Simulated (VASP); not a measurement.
Here is a VASP 6.6.1 calculation.

Contents of INCAR:

```
SYSTEM = Ir
PREC = Accurate
ENCUT = 520
EDIFF = 1E-7
ISMEAR = -1
SIGMA = 0.1
LREAL = .False.
LASPH = .True.
NELM = 60
ALGO = Normal
ISIF = 2
LWAVE = .False.
LCHARG = .False.
GGA = B5
ALDAX = 1.0
AGGAX = 1.0
AGGAC = 1.0
ALDAC = 0.0
NBANDS = 20
```

The input KPOINTS:

```
regular mesh
0
Gamma
  9 9 13
  0 0 0
```

File POSCAR:

```
Ir
1.0
    4.3300383584      0.0000000000      0.0000000000
   -2.1650191792      3.7499232177      0.0000000000
    0.0000000000      0.0000000000      2.6793010570
Ir
3
Direct
    0.0000000000      1.0000000000      0.0000000000
    0.3333333333      0.6666666667      0.5000000000
    0.6666666667      0.3333333333      0.5000000000
```

Potentials or basis: VASP PAW PBE potentials, release 64 (Ir).

Launch:

```sh
$ cat potpaw_PBE.64/Ir/POTCAR > POTCAR
$ mpirun -np 1 vasp_std > vasp.out
```

(1) What does it give for the pressure?

(2) What does it give for the band gap on the k mesh?

Results:

(1) 30.9 GPa.

(2) zero (an odd number of electrons rules out a gap without spin polarisation).

Caveat: the cell stands under pressure; the PAW data sets were made with another functional, which shifts forces and pressure a little; spin-orbit coupling is left out, which moves the levels of the heavy elements.
